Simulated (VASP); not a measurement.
# Ba2O (antifluorite type) (Fm-3m) in VASP: notebook

Runs on Ba2O (antifluorite type). Level: PBE. Tasks: single point.

Program: VASP 6.6.1. These are calculated values, not measurements. Logs are shortened: lines on timing, memory, paths and dates and some standing lists are left out, and cuts for length are marked.

**1. The cell of the first run**

Symmetry: Fm-3m, No. 225, cubic system. The conventional cell has a = 6.695 Å, b = 6.695 Å, c = 6.695 Å, α = 90.00°, β = 90.00°, γ = 90.00°. Within 3.8 Å of Ba (site symmetry -43m) lie 4 O at 2.90 Å and 6 Ba at 3.35 Å. O (site symmetry m-3m) has 8 Ba at 2.90 Å within 3.8 Å.

**2. Single point, PBE**

File INCAR:

```
ALGO = Normal
EDIFF = 1E-6
ENCUT = 520
GGA = PE
ISIF = 2
ISMEAR = -1
LASPH = True
LCHARG = False
LREAL = False
LWAVE = False
NBANDS = 20
NELM = 80
PREC = Accurate
SIGMA = 0.06122561905347299
```

File KPOINTS:

```
k-points
0
Gamma
  14 14 14
```

File POSCAR:

```
Ba2O
1.0
    0.0000000000      3.3474177855      3.3474177855
    3.3474177855      0.0000000000      3.3474177855
    3.3474177855      3.3474177855      0.0000000000
Ba O
2 1
Direct
    0.2500000000      0.2500000000      0.2500000000
    0.7500000000      0.7500000000      0.7500000000
    0.0000000000      0.0000000000      0.0000000000
```

Potentials or basis: VASP PAW PBE potentials, release 64 (Ba_sv, O).

Launch:

```
$ cat potpaw_PBE.64/Ba_sv/POTCAR potpaw_PBE.64/O/POTCAR > POTCAR
$ mpirun -np 1 vasp_std > vasp.out
```

OUTCAR:

```text
EDIFF = 1E-6
   ENCUT = 520
   GGA = PE
   ISIF = 2
   ISMEAR = -1
   LASPH = True
   LREAL = False
   NELM = 80
   PREC = Accurate

 ion  position               nearest neighbor table
   1  0.250  0.250  0.250-   3 2.90   3 2.90   3 2.90   3 2.90   2 3.35   2 3.35   2 3.35   2 3.35
                             2 3.35   2 3.35
   2  0.750  0.750  0.750-   3 2.90   3 2.90   3 2.90   3 2.90   1 3.35   1 3.35   1 3.35   1 3.35
                             1 3.35   1 3.35
   3  0.000  0.000  0.000-   2 2.90   2 2.90   2 2.90   1 2.90   2 2.90   1 2.90   1 2.90   1 2.90

  LATTYP: Found a face centered cubic cell.
 ALAT       =     6.6948355710

  Lattice vectors:

 A1 = (   0.0000000000,   3.3474177855,   3.3474177855)
 A2 = (   3.3474177855,   0.0000000000,   3.3474177855)
 A3 = (   3.3474177855,   3.3474177855,   0.0000000000)

Analysis of symmetry for initial positions (statically):
=====================================================================
 Subroutine PRICEL returns:
 Original cell was already a primitive cell.

 Routine SETGRP: Setting up the symmetry group for a
 face centered cubic supercell.

 Subroutine GETGRP returns: Found 48 space group operations
 (whereof 48 operations were pure point group operations)
 out of a pool of 48 trial point group operations.

The static configuration has the point symmetry O_h .

Analysis of symmetry for dynamics (positions and initial velocities):
=====================================================================
 Subroutine PRICEL returns:
 Original cell was already a primitive cell.

 Routine SETGRP: Setting up the symmetry group for a
 face centered cubic supercell.

 Subroutine GETGRP returns: Found 48 space group operations
 (whereof 48 operations were pure point group operations)
 out of a pool of 48 trial point group operations.

The dynamic configuration has the point symmetry O_h .

 Subroutine INISYM returns: Found 48 space group operations
 (whereof 48 operations are pure point group operations),
 and found     1 'primitive' translations

----------------------------------------------------------------------------------------

                                     Primitive cell

  volume of cell :      75.0170

  direct lattice vectors                    reciprocal lattice vectors
     0.000000000  3.347417785  3.347417785    -0.149368866  0.149368866  0.149368866
     3.347417785  0.000000000  3.347417785     0.149368866 -0.149368866  0.149368866
     3.347417785  3.347417785  0.000000000     0.149368866  0.149368866 -0.149368866

  length of vectors
     4.733963631  4.733963631  4.733963631     0.258714466  0.258714466  0.258714466

  position of ions in fractional coordinates (direct lattice)
     0.250000000  0.250000000  0.250000000
     0.750000000  0.750000000  0.750000000
     0.000000000  0.000000000  0.000000000

  ion indices of the primitive-cell ions
   primitive index   ion index
                 1           1
                 2           2
                 3           3

----------------------------------------------------------------------------------------

 KPOINTS: k-points

Automatic generation of k-mesh.
 Grid dimensions read from file:
 generate k-points for:   14   14   14

 Generating k-lattice:

  Cartesian coordinates                     Fractional coordinates (reciprocal lattice)
    -0.010669205  0.010669205  0.010669205     0.071428571  0.000000000  0.000000000
     0.010669205 -0.010669205  0.010669205     0.000000000  0.071428571  0.000000000
     0.010669205  0.010669205 -0.010669205     0.000000000  0.000000000  0.071428571

  Length of vectors
     0.018479605  0.018479605  0.018479605

  Shift w.r.t. Gamma in fractional coordinates (k-lattice)
     0.000000000  0.000000000  0.000000000

 Subroutine IBZKPT returns following result:
 ===========================================

 Found    104 irreducible k-points:

 Following reciprocal coordinates:
            Coordinates               Weight
  0.000000  0.000000  0.000000      1.000000
  0.071429  0.000000  0.000000      8.000000
  0.142857  0.000000  0.000000      8.000000
  0.214286  0.000000  0.000000      8.000000
  0.285714  0.000000  0.000000      8.000000
  0.357143  0.000000  0.000000      8.000000
[... 16 lines left out ...]
  0.214286  0.142857  0.000000     24.000000
  0.285714  0.142857  0.000000     24.000000
 [... further k-points ...]
   k-points           NKPTS =    104   k-points in BZ     NKDIM =    104   number of bands    NBANDS=     20
   number of dos      NEDOS =    301   number of ions     NIONS =      3
   total plane-waves  NPLWV =  46656
   dimension x,y,z NGX =    36 NGY =   36 NGZ =   36
   dimension x,y,z NGXF=    72 NGYF=   72 NGZF=   72
   ions per type =               2   1
   NGX,Y,Z   is equivalent  to a cutoff of  12.64, 12.64, 12.64 a.u.
   NGXF,Y,Z  is equivalent  to a cutoff of  25.28, 25.28, 25.28 a.u.
 SYSTEM =  unknown system
   PREC   = accura    normal or accurate (medium, high low for compatibility)
   ISTART =      0    job   : 0-new  1-cont  2-samecut
   ICHARG =      2    charge: 1-file 2-atom 10-const
   ISPIN  =      1    spin polarized calculation?
   LNONCOLLINEAR =      F non collinear calculations
   LSORBIT =      F    spin-orbit coupling
   LASPH  =      T    aspherical Exc in radial PAW
   ENCUT  =  520.0 eV  38.22 Ry    6.18 a.u.   8.80  8.80  8.80*2*pi/ulx,y,z
   NELM   =     80;   NELMIN=  2; NELMDL= -5     # of ELM steps
   EDIFF  = 0.1E-05   stopping-criterion for ELM
   LREAL  =      F    real-space projection
   EDIFFG = 0.1E-04   stopping-criterion for IOM
   NSW    =      0    number of steps for IOM
   IBRION =     -1    ionic relax: 0-MD 1-quasi-New 2-CG
   NFREE  =      0    steps in history (QN), initial steepest desc. (CG)
   ISIF   =      2    stress and relaxation
   ISYM   =      2    0-nonsym 1-usesym 2-fastsym
   POTIM  = 0.5000    time-step for ionic-motion
   TEBEG  =    0.0;   TEEND  =   0.0 temperature during run
   PSTRESS=    0.0 pullay stress
   NELECT =      26.0000    total number of electrons
   NUPDOWN=      -1.0000    fix difference up-down
   EMIN   =  10.00;   EMAX   =-10.00  energy-range for DOS
   EFERMI =   0.00;   METHOD = LEGACY
   ISMEAR =    -1;   SIGMA  =   0.06  broadening in eV -4-tet -1-fermi 0-gaus
   EFERMI_NEDOS =   21; number of points for ismear=-14 and -15
   IALGO  =     38    algorithm
   IMIX   =      4    mixing-type and parameters
     AMIX     =   0.40;   BMIX     =  1.00
     AMIX_MAG =   1.60;   BMIX_MAG =  1.00
  volume/ion in A,a.u.               =      25.01       168.75
  Fermi-wavevector in a.u.,A,eV,Ry     =   1.149951  2.173092 17.992174  1.322387
  Thomas-Fermi vector in A             =   2.286618
   LORBIT       =      0    0 simple, 1 ext, 2 COOP (PROOUT), +10 PAW based schemes
   GGA     = PE    functional components
   LHFCALC =     F    Hartree Fock is set to
   AEXX    =    0.0000 exact exchange contribution
   IVDW    =     0    specifies the selected vdW correction
   LEPSILON=     F    determine dielectric tensor
   LRPA    =     F    only Hartree local field effects (RPA)
 non-spin polarized calculation
  energy-cutoff  :      520.00
  volume of cell :       75.02
 maximum number of plane-waves:      2044
   NGX = 17   NGY = 17   NGZ = 17

 number of electron      26.0000001 magnetization

 Free energy of the ion-electron system (eV)
  ---------------------------------------------------
  ext. energy  EPLUGINS =         0.00000000
  ---------------------------------------------------
  free energy    TOTEN  =       -11.91505908 eV

  energy without entropy =      -11.88837747  energy(sigma->0) =      -11.90171828

 E-fermi :   4.5438     XC(G=0):  -9.8319

 val. band max:        4.5206559936   @ k =   0.2143   0.0000   0.0000
 cond. band min:       4.5501326434   @ k =   0.2857   0.2143   0.0000
 fundamental gap:      0.0294766498
 Fermi energy:         4.5438141751

 k-point     1 :       0.0000    0.0000    0.0000
  band No.  band energies     occupation
      1     -24.6452      2.00000
      2     -23.6399      2.00000
      3     -13.1264      2.00000
      4     -10.1641      2.00000
      5     -10.1641      2.00000
      6     -10.1641      2.00000
[... 12 lines left out ...]
     19      12.1560      0.00000
     20      12.1560      0.00000

 k-point     2 :       0.0714    0.0000    0.0000
  band No.  band energies     occupation
      1     -24.6326      2.00000
      2     -23.6525      2.00000
      3     -13.1421      2.00000
      4     -10.1569      2.00000
      5     -10.1507      2.00000
      6     -10.1507      2.00000
[... 12 lines left out ...]
     19      12.0298      0.00000
     20      12.0476      0.00000

 k-point     3 :       0.1429    0.0000    0.0000
  band No.  band energies     occupation
      1     -24.5953      2.00000
      2     -23.6897      2.00000
      3     -13.1863      2.00000
      4     -10.1292      2.00000
      5     -10.1105      2.00000
      6     -10.1105      2.00000
[... 12 lines left out ...]
     19      11.6689      0.00000
     20      11.6720      0.00000

 k-point     4 :       0.2143    0.0000    0.0000
  band No.  band energies     occupation
      1     -24.5354      2.00000
      2     -23.7496      2.00000
      3     -13.2525      2.00000
      4     -10.0686      2.00000
      5     -10.0432      2.00000
      6     -10.0432      2.00000
[... 12 lines left out ...]
     19      11.1355      0.00000
     20      11.1371      0.00000

 k-point     5 :       0.2857    0.0000    0.0000
  band No.  band energies     occupation
      1     -24.4557      2.00000
      2     -23.8291      2.00000
      3     -13.3282      2.00000
      4      -9.9688      2.00000
      5      -9.9490      2.00000
      6      -9.9490      2.00000
[... 12 lines left out ...]
     19      10.5309      0.00000
     20      10.5324      0.00000

 k-point     6 :       0.3571    0.0000    0.0000
  band No.  band energies     occupation
      1     -24.3603      2.00000
      2     -23.9243      2.00000
      3     -13.3980      2.00000
      4      -9.8376      2.00000
      5      -9.8286      2.00000
      6      -9.8286      2.00000
[... 12 lines left out ...]
     19       9.9361      0.00000
     20       9.9539      0.00000

 k-point     7 :       0.4286    0.0000    0.0000
  band No.  band energies     occupation
      1     -24.2540      2.00000
      2     -24.0304      2.00000
      3     -13.4467      2.00000
      4      -9.7038      2.00000
      5      -9.6842      2.00000
      6      -9.6842      2.00000
[... 12 lines left out ...]
     19       9.1335      0.00000
     20       9.1336      0.00000
[... 277 lines left out ...]
 k-point    20 :      -0.1429    0.0714    0.0000
  band No.  band energies     occupation
      1     -24.5676      2.00000
      2     -23.7171      2.00000
      3     -13.2198      2.00000
      4     -10.2341      2.00000
      5     -10.0317      2.00000
      6      -9.9981      2.00000
[... 12 lines left out ...]
     19      11.1944      0.00000
     20      11.5336      0.00000

 k-point    21 :      -0.0714    0.0714    0.0000
  band No.  band energies     occupation
      1     -24.6119      2.00000
      2     -23.6731      2.00000
      3     -13.1673      2.00000
      4     -10.2093      2.00000
      5     -10.1041      2.00000
      6     -10.0869      2.00000
[... 12 lines left out ...]
     19      11.7160      0.00000
     20      11.8956      0.00000

 k-point    22 :       0.1429    0.1429    0.0000
  band No.  band energies     occupation
      1     -24.5812      2.00000
      2     -23.7023      2.00000
      3     -13.2090      2.00000
      4     -10.2534      2.00000
      5     -10.2534      2.00000
      6      -9.8073      2.00000
[... 12 lines left out ...]
     19      11.4565      0.00000
     20      11.4565      0.00000

 k-point    23 :       0.2143    0.1429    0.0000
  band No.  band energies     occupation
      1     -24.5402      2.00000
      2     -23.7418      2.00000
      3     -13.2618      2.00000
      4     -10.2774      2.00000
      5     -10.2761      2.00000
      6      -9.6310      2.00000
[... 12 lines left out ...]
     19      10.9213      0.00000
     20      11.0957      0.00000

 k-point    24 :       0.2857    0.1429    0.0000
  band No.  band energies     occupation
      1     -24.4790      2.00000
      2     -23.8011      2.00000
      3     -13.3325      2.00000
      4     -10.2661      2.00000
      5     -10.2573      2.00000
      6      -9.4487      2.00000
[... 12 lines left out ...]
     19       9.9340      0.00000
     20      10.5686      0.00000

 [... further k-points ...]

------------------------ aborting loop because EDIFF is reached ----------------------------------------

  FORCE on cell =-STRESS in cart. coord.  units (eV):
  Direction    XX          YY          ZZ          XY          YZ          ZX
  --------------------------------------------------------------------------------------
  -------------------------------------------------------------------------------------
  Total        2.1042081      2.1042081      2.1042081     -0.0000000     -0.0000000     -0.0000000
  in kB       44.9406676     44.9406676     44.9406676     -0.0000000     -0.0000000     -0.0000000
  external PRESSURE =      44.9406676 kB  Pullay stress =       0.0000000 kB

 VOLUME and BASIS-vectors are now :
 -----------------------------------------------------------------------------
  energy-cutoff  :      520.00
  volume of cell :       75.02
      direct lattice vectors                 reciprocal lattice vectors
     0.000000000  3.347417785  3.347417785    -0.149368866  0.149368866  0.149368866
     3.347417785  0.000000000  3.347417785     0.149368866 -0.149368866  0.149368866
     3.347417785  3.347417785  0.000000000     0.149368866  0.149368866 -0.149368866

 POSITION                                       TOTAL-FORCE (eV/Angst)
 -----------------------------------------------------------------------------------
      1.67371      1.67371      1.67371         0.000000      0.000000      0.000000
      5.02113      5.02113      5.02113        -0.000000     -0.000000     -0.000000
      0.00000      0.00000      0.00000         0.000000      0.000000      0.000000
 -----------------------------------------------------------------------------------
    total drift:                                0.000000      0.000000      0.000000

  FREE ENERGIE OF THE ION-ELECTRON SYSTEM (eV)
  ---------------------------------------------------
  free  energy   TOTEN  =       -11.9150590800 eV

  energy  without entropy=      -11.8883774740  energy(sigma->0) =      -11.90171828
```

Wall time 1.9 min (1 thread of AMD EPYC 9R45 (Zen 5), shared host); peak memory 0.27 GiB.

What came out:

```
Free energy            : -11.9151 eV
Pressure               : 4.5 GPa
Band gap on the k mesh : zero (bands 13 and 14 overlap by 0.73 eV)
```

Caveat: the cell stands under pressure; spin-orbit coupling is left out, which moves the levels of the heavy elements.

(Continued in part 2 of 2.)

The gap in the log of VASP goes by the Fermi energy; the results here count the filled bands.